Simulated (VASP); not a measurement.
Set up this calculation in VASP 6.6.1, as the native input.

* Task: single point
* Functional: PBE
* Potentials or basis: VASP PAW PBE potentials, release 64 (Hf_pv, O)
* Cutoff: 520 eV
* k mesh: 6 × 6 × 4
* Occupations: gaussian, width 0.05 eV
* Spin: no spin polarisation
* Dipole correction: no
* Further INCAR settings: ALGO = Normal; EDIFF = 1e-06; NBANDS = 31

The structure of HfO2 lies in POSCAR:

```
HfO2
1.0
    3.6043048131      0.0000000000      0.0000000000
    0.0000000000      3.6043048131      0.0000000000
    0.0000000000      0.0000000000      5.1323679760
Hf O
2 4
Direct
    0.5000000000      0.5000000000      0.5000000000
    0.0000000000      0.0000000000      0.0000000000
    0.0000000000      0.5000000000      0.6932521152
    0.5000000000      0.0000000000      0.8067478848
    0.5000000000      0.0000000000      0.3067478848
    0.0000000000      0.5000000000      0.1932521152
```

This cell differs from its parent crystal: strain +0.000 along x and y, -0.025 along z.

The input as run:

INCAR

```
SYSTEM = HfO2
  ALGO = Normal
  EDIFF = 1E-6
  ENCUT = 520
  GGA = PE
  ISIF = 2
  ISMEAR = 0
  LASPH = .TRUE.
  LCHARG = .TRUE.
  LELF = .TRUE.
  LREAL = .FALSE.
  LVHAR = .TRUE.
  LWAVE = .FALSE.
  NBANDS = 31
  NELM = 60
  PREC = Accurate
  SIGMA = 0.05
```

KPOINTS

```
k-points
0
G
  6 6 4
  0 0 0
```

Potentials or basis: VASP PAW PBE potentials, release 64 (Hf_pv, O).

Command:

```sh
$ cat potpaw_PBE.64/Hf_pv/POTCAR potpaw_PBE.64/O/POTCAR > POTCAR
$ mpirun -np 1 vasp_std > vasp.out
```

Results of the run:

```json
{
 "Pressure": "2.4 GPa",
 "Largest force": "0.176 eV/Å",
 "Band gap on the k mesh": "4.47 eV (least direct gap 4.55 eV)"
}
```

Caveat: the cell differs from its parent crystal (strain +0.000 along x and y, -0.025 along z); spin-orbit coupling is left out, which moves the levels of the heavy elements.

Run time: 2.2 min on 1 thread of Intel Xeon 8259CL (shared host), peak memory 0.21 GiB.
